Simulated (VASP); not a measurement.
Crystal: PbS.

```xyz
2
Lattice="0.0000 3.0040 3.0040 3.0040 0.0000 3.0040 3.0040 3.0040 0.0000" Properties=species:S:1:pos:R:3 pbc="T T T"
Pb    0.0000    0.0000    0.0000
S     3.0040    3.0040    3.0040
```

Base run:

```yaml
Program: VASP 6.6.1
Functional: PBE
Potentials_or_basis: VASP PAW PBE potentials, release 64 (Pb_d, S)
Cutoff: 520 eV
k_mesh: 8 × 8 × 8
Occupations: fermi-dirac, width 0.06 eV
Spin: no spin polarisation
```

Its results: band gap on the k mesh 0.50 eV, direct; pressure -0.1 GPa.

Q: The run is repeated on the same cell with these changes: functional from PBE to PBEsol. What comes out?

A: Band gap on the k mesh 0.39 eV, direct; pressure -2.9 GPa.

PBEsol binds more tightly than PBE, so the same cell stands under less pressure.

Caveats: spin-orbit coupling is left out, which moves the levels of the heavy elements; the PAW data sets were made with another functional, which shifts forces and pressure a little (some runs).

A k mesh can miss the band edges.
